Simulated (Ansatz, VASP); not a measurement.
**LiH in VASP and in Ansatz**

```xyz
2
Lattice="0.0000 2.1022 1.9985 2.1022 0.0000 1.9985 2.1022 2.1022 0.0000" Properties=species:S:1:pos:R:3 pbc="T T T"
Li    0.0000    0.0000    0.0000
H     2.1022    2.1022    1.9985
```

Change from the starting cell: biaxial_xy strain +5.2%.

Alike in both runs: task single point; functional PBE; k mesh 10 × 10 × 10; occupations fermi-dirac, width 0.02 eV; no spin polarisation.

```csv
,VASP,Ansatz
version,VASP 6.6.1,Ansatz 0.2.0
potentials or method,"VASP PAW PBE potentials, release 64 (Li_sv, H)","plane waves, PAW"
plane-wave cutoff (eV),520,420
valence electrons in the cell,4,4
```

```tsv
	VASP	Ansatz	Ansatz less VASP
gap on the k mesh at the Fermi level (eV)	2.59	2.60	+0.006
```

The functional is the same, so the differences come from potentials, cutoffs and numerics.

Noted on VASP's run: the cutoff is short for stress, so the pressure is rough.
